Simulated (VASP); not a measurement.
A run of VASP 6.6.1 is set up as follows.

Contents of INCAR:

```
SYSTEM = TiC
PREC     = Accurate       ! precision mode
ENCUT    = 520            ! plane-wave cutoff, eV
EDIFF    = 1E-6           ! SCF threshold, eV
ISMEAR   = -1             ! smearing method
SIGMA    = 0.05           ! smearing width, eV
LREAL    = .FALSE.        ! projectors in reciprocal space
LASPH    = .TRUE.         ! aspherical terms in the spheres
NELM     = 60             ! most SCF steps
ALGO     = Normal         ! electronic algorithm
ISIF     = 2              ! what is computed and relaxed
LWAVE    = .FALSE.        ! write WAVECAR
LCHARG   = .FALSE.        ! write CHGCAR
GGA      = PE             ! functional
NBANDS   = 24             ! bands
```

The input KPOINTS:

```
Automatic mesh
0
G
  10 10 6
  0 0 0
```

The input POSCAR:

```
TiC
1.0
    3.0417344969      0.0000000000      0.0000000000
   -1.5208672485      2.6342193459      0.0000000000
    0.0000000000      0.0000000000      5.3801147480
Ti C
2 2
Direct
    0.0000000000      0.0000000000      0.0000000000
    0.0000000000      0.0000000000      0.5000000000
    0.3333333333      0.6666666667      0.2500000000
    0.6666666667      0.3333333333      0.7500000000
```

Potentials or basis: VASP PAW PBE potentials, release 64 (Ti_sv, C).

Run with:

```sh
$ cat potpaw_PBE.64/Ti_sv/POTCAR potpaw_PBE.64/C/POTCAR > POTCAR
$ mpirun -np 1 vasp_std > vasp.out
```

Question: What does it give for the band gap on the k mesh?

Answer: Zero (band 16 reaches 9.74 eV, above the bottom of band 17 at 8.44 eV).

Question: Estimate the pressure.

Answer: 0.2 GPa.
